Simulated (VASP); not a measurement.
# AlN: single point with r2SCAN

Crystal: AlN.

```
Al N
1.0
     0.00000    1.93279    1.93279
     1.93279    0.00000    1.93279
     1.93279    1.93279    0.00000
Al N
1 1
Cartesian
  1.9328 1.9328 1.9328
  0.0000 0.0000 0.0000
```

This cell differs from its parent crystal: strain -0.050 along x and y, -0.050 along z.

```
Program             : VASP 6.6.1
Task                : single point
Functional          : r2SCAN
Potentials or basis : VASP PAW PBE potentials, release 64 (Al, N)
Cutoff              : 520 eV
k mesh              : 10 × 10 × 10
Occupations         : gaussian, width 0.05 eV
Spin                : no spin polarisation
```

```json
{"Pressure": "45.7 GPa", "Band gap on the k mesh": "5.72 eV, indirect (least direct gap 8.68 eV)"}
```

Levels at points of the mesh, in eV from the valence-band top:
```tsv
k point	band 1	band 2	band 3	band 4	band 5	band 6	band 7	band 8
(0.00, 0.00, 0.00)	-19.71	0.00	0.00	0.00	8.68	13.36	13.36	13.36
(0.50, 0.00, 0.00)	-15.90	-9.38	-1.44	-1.44	7.82	13.09	13.09	16.72
(0.50, 0.50, 0.00)	-14.74	-8.52	-3.27	-3.27	5.72	6.93	17.19	21.05
```

Run time: 12 s on 1 thread of Intel(R) Xeon(R) 6975P-C (Granite Rapids) (shared host), peak memory 0.12 GiB.

Caveat: the cell differs from its parent crystal (strain -0.050 along x and y, -0.050 along z); the PAW data sets were made with another functional, which shifts forces and pressure a little. A k mesh can miss the band edges.
